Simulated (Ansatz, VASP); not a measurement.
**Rb in VASP and in Ansatz**

INCAR

```
SYSTEM = Rb
PREC = Accurate ; ENCUT = 520
EDIFF = 1E-6 ; ISMEAR = -1
SIGMA = 0.05 ; LREAL = .FALSE.
LASPH = .TRUE. ; NELM = 60
ALGO = Normal ; ISIF = 2
LWAVE = .FALSE. ; LCHARG = .TRUE.
GGA = PS ; LELF = .TRUE.
LVHAR = .TRUE. ; NBANDS = 10
```

The input KPOINTS:

```
regular mesh
0
G
  8 8 8
  0 0 0
```

Contents of POSCAR:

```
Rb
1.0
   -2.7680764322      2.7680764322      2.7680764322
    2.7680764322     -2.7680764322      2.7680764322
    2.7680764322      2.7680764322     -2.7680764322
Rb
1
Direct
    0.0000000000      0.0000000000      0.0000000000
```

Input for Ansatz:

```yaml
crystal:
  lattice:
    - [-2.7680764322, 2.7680764322, 2.7680764322]
    - [2.7680764322, -2.7680764322, 2.7680764322]
    - [2.7680764322, 2.7680764322, -2.7680764322]
  atoms:
    - { symbol: Rb, position: [0.0, 0.0, 0.0] }
kpoints:
  mp_grid: { grid: [8, 8, 8] }
  band_path:
    path:
      - [0.0, 0.0, 0.0]
      - [0.5, -0.5, 0.5]
      - [0.0, 0.0, 0.5]
      - [0.0, 0.0, 0.0]
      - [0.25, 0.25, 0.25]
      - [0.5, -0.5, 0.5]
      - [0.25, 0.25, 0.25]
      - [0.0, 0.0, 0.5]
    npoints: 5
scf:
  occupations: { method: fermi_dirac, width: 0.05 }
hamiltonian:
  xc: pbesol
  pseudopotentials: { kind: all_electron, lapw: { basis_error: 0.001 } }
output:
  forces: true
  stress: true
  eigenvalues: true
```

Change from the starting cell: volume scaled by 0.96.

Alike in both runs: task single point; functional PBEsol; k mesh 8 × 8 × 8; occupations fermi-dirac, width 0.05 eV; no spin polarisation.

|  | VASP | Ansatz |
| --- | --- | --- |
| version | VASP 6.6.1 | Ansatz 0.2.0 |
| potentials or method | VASP PAW PBE potentials, release 64 (Rb_sv), cutoff 520 eV | all-electron LAPW, scalar-relativistic |

```csv
,VASP,Ansatz,Ansatz less VASP
pressure (GPa),0.1,0.1,0.00
```

VASP's potentials were made for PBE, not for PBEsol. Ansatz ran all-electron here, and VASP with PAW potentials.
